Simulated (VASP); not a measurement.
A run of VASP 6.6.1 is set up as follows.

File INCAR:

```
SYSTEM = Ni
PREC = Accurate
ENCUT = 520
EDIFF = 1E-7
ISMEAR = -1
SIGMA = 0.05
LREAL = .False.
LASPH = .True.
NELM = 150
ALGO = Normal
ISIF = 2
LWAVE = .False.
LCHARG = .False.
ISPIN = 2
MAGMOM = 0.852 0.852
LORBIT = 11
LMAXMIX = 4
GGA = RP
NBANDS = 21
```

Contents of KPOINTS:

```
regular mesh
0
Gamma
  12 12 12
  0 0 0
```

Contents of POSCAR:

```
Ni
1.0
    0.0000000000      2.6159552831      2.6159552831
    2.6159552831      0.0000000000      2.6159552831
    2.6159552831      2.6159552831      0.0000000000
Ni
2
Direct
    0.1250000000      0.1250000000      0.1250000000
    0.8750000000      0.8750000000      0.8750000000
```

Potentials or basis: VASP PAW PBE potentials, release 64 (Ni).

Command:

```console
$ cat potpaw_PBE.64/Ni/POTCAR > POTCAR
$ mpirun -np 1 vasp_std > vasp.out
```

(1) Estimate the pressure.

(2) Estimate the site moments.

## Answers

(1) -2.7 GPa.

(2) Ni +0.81 μB.

Caveat: the PAW data sets were made with another functional, which shifts forces and pressure a little.
